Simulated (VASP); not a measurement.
A run of VASP 6.6.1:

The input INCAR:

```
PREC = Accurate
ENCUT = 520
EDIFF = 1E-6
ISMEAR = -1
SIGMA = 0.05
LREAL = False
LASPH = True
NELM = 60
ALGO = Normal
ISIF = 2
LWAVE = False
LCHARG = False
GGA = PE
NBANDS = 22
```

Contents of KPOINTS:

```
regular mesh
0
Gamma
  11 11 11
```

The input POSCAR:

```
Bi
1.0
    0.0000000000      2.7926160804      2.7926160804
    2.7926160804      0.0000000000      2.7926160804
    2.7926160804      2.7926160804      0.0000000000
Bi
2
Direct
   -0.1250000000     -0.1250000000     -0.1250000000
    0.1250000000      0.1250000000      0.1250000000
```

Potentials or basis: VASP PAW PBE potentials, release 64 (Bi_d).

The run is started by

```console
$ cat potpaw_PBE.64/Bi_d/POTCAR > POTCAR
$ mpirun -np 1 vasp_std > vasp.out
```

Hardware: 1 thread of Intel Xeon 8259CL, with other jobs on the host.

Question: Estimate the wall time of this run.

Answer: Run time: 67 s on 1 thread of Intel Xeon 8259CL, with other jobs on the host, peak memory 0.19 GiB. Counts: scf iterations 11, k points 56.
